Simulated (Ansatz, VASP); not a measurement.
**One calculation of Ge, two programs**

```xyz
2
Lattice="0.0000 2.7024 2.9293 2.7024 0.0000 2.9293 2.7024 2.7024 0.0000" Properties=species:S:1:pos:R:3 pbc="T T T"
Ge    0.0000    0.0000    0.0000
Ge    1.3512    1.3512    1.4646
```

Change from the starting cell: epitaxial_xy strain -4.7%.

Alike in both runs: task single point; functional r2SCAN; k mesh 8 × 8 × 8; occupations fermi-dirac, width 0.02 eV; no spin polarisation.

|  | VASP | Ansatz |
| --- | --- | --- |
| version | VASP 6.6.1 | Ansatz 0.2.0 |
| potentials or method | VASP PAW PBE potentials, release 64 (Ge_d) | plane waves, PAW |
| plane-wave cutoff (eV) | 520 | 500 |
| valence electrons in the cell | 28 | 28 |

VASP gave:

* pressure (GPa): 5.5
* traceless stress, the component that is largest in VASP (GPa): -5.30

Task: What did Ansatz give for the same quantities?

Result: Pressure (GPa): 5.3; traceless stress, the component that is largest in VASP (GPa): -5.35.

VASP's potentials were made for PBE, not for r2SCAN.
